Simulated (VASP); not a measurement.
AlV2C:

```
CELL_PARAMETERS angstrom
2.90645 0.00000 0.00000
-1.45322 2.51706 0.00000
0.00000 0.00000 13.13471
ATOMIC_POSITIONS crystal
Al 0.33333 0.66667 0.25000
Al 0.66667 0.33333 0.75000
V 0.33333 0.66667 0.58497
V 0.66667 0.33333 0.41503
V 0.66667 0.33333 0.08497
V 0.33333 0.66667 0.91503
C 0.00000 0.00000 0.00000
C 0.00000 0.00000 0.50000
```

```yaml
Program: VASP 6.6.1
Task: relaxation of cell and atoms
Functional: LDA
Potentials_or_basis: VASP PAW LDA potentials, release 64 (Al, V_sv, C)
Cutoff: 600 eV
k_mesh: 15 × 15 × 4
Occupations: gaussian, width 0.1 eV
Spin: no spin polarisation
```

At the start: pressure -9.8 GPa; volume 12.01 Å³/atom.

Q: Where does the relaxation end?

A: Over 10 steps the energy falls by 17.9 meV/atom and the volume is 11.44 Å³/atom (-4.8 %); space group P6_3/mmc (No. 194, to 0.05 Å).

Step by step:
| step | energy change (eV) | largest force (eV/Å) | pressure (GPa) | volume (Å³) |
| --- | --- | --- | --- | --- |
| 1 | 0.0000 | 0.4106 | -9.81 | 96.09 |
| 2 | 0.2050 | 1.5376 | 17.85 | 86.22 |
| 3 | -0.1359 | 0.2499 | -0.53 | 92.10 |
| 4 | -0.1360 | 0.2647 | -0.33 | 92.02 |
| 5 | -0.1431 | 0.0383 | -0.06 | 91.55 |
| 6 | -0.1432 | 0.0013 | 0.00 | 91.47 |
| 7 | -0.1432 | 0.0040 | -0.02 | 91.48 |
| 8 | -0.1432 | 0.0059 | 0.03 | 91.47 |
| 9 | -0.1432 | 0.0062 | 0.03 | 91.46 |
| 10 | -0.1432 | 0.0037 | -0.06 | 91.49 |

Final structure:
```cif
data_structure
_symmetry_space_group_name_H-M 'P 1'
_symmetry_Int_Tables_number 1
_cell_length_a 2.8609
_cell_length_b 2.8609
_cell_length_c 12.9068
_cell_angle_alpha 90.000
_cell_angle_beta 90.000
_cell_angle_gamma 120.000
_cell_volume 91.49
loop_
_atom_site_label
_atom_site_type_symbol
_atom_site_fract_x
_atom_site_fract_y
_atom_site_fract_z
_atom_site_occupancy
Al1 Al 0.33333 0.66667 0.25000 1
Al2 Al 0.66667 0.33333 0.75000 1
V1 V 0.33333 0.66667 0.58539 1
V2 V 0.66667 0.33333 0.41461 1
V3 V 0.66667 0.33333 0.08539 1
V4 V 0.33333 0.66667 0.91461 1
C1 C 0.00000 0.00000 0.00000 1
C2 C 0.00000 0.00000 0.50000 1
```
